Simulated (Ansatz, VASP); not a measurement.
Si3N4: VASP beside Ansatz

```
Si N
1.0
     3.96555    0.00000    0.00000
     0.00000    3.96555    0.00000
     0.00000    0.00000    4.13078
Si N
3 4
Direct
  0.00000 0.00000 0.50000
  0.50000 0.00000 0.00000
  0.00000 0.50000 0.00000
  0.23952 0.23952 0.76048
  0.76048 0.76048 0.76048
  0.23952 0.76048 0.23952
  0.76048 0.23952 0.23952
```

Alike in both runs: functional PBE; k mesh 6 × 6 × 6; occupations fermi-dirac, width 0.05 eV; no spin polarisation.

|  | VASP | Ansatz |
| --- | --- | --- |
| version | VASP 6.6.1 | Ansatz 0.2.0 |
| potentials or method | VASP PAW PBE potentials, release 64 (Si, N) | Ansatz PAW |
| plane-wave cutoff (eV) | 520 | 420 |
| valence electrons in the cell | 32 | 32 |
| task | single point | band structure |

|  | VASP | Ansatz | Ansatz less VASP |
| --- | --- | --- | --- |
| gap on the k mesh at the Fermi level (eV) | 2.61 | 2.62 | +0.012 |
| least direct gap on the mesh (eV) | 2.89 | 2.90 | +0.013 |
| pressure (GPa) | 22.7 | 22.9 | +0.24 |
| traceless stress, the component that is largest in VASP (GPa) | -4.94 | -4.91 | +0.021 |
| rms of the force components (eV/Å) | 0.338 | 0.347 | +0.0082 |

Atom by atom the forces differ by 0.008 eV/Å (rms over components).
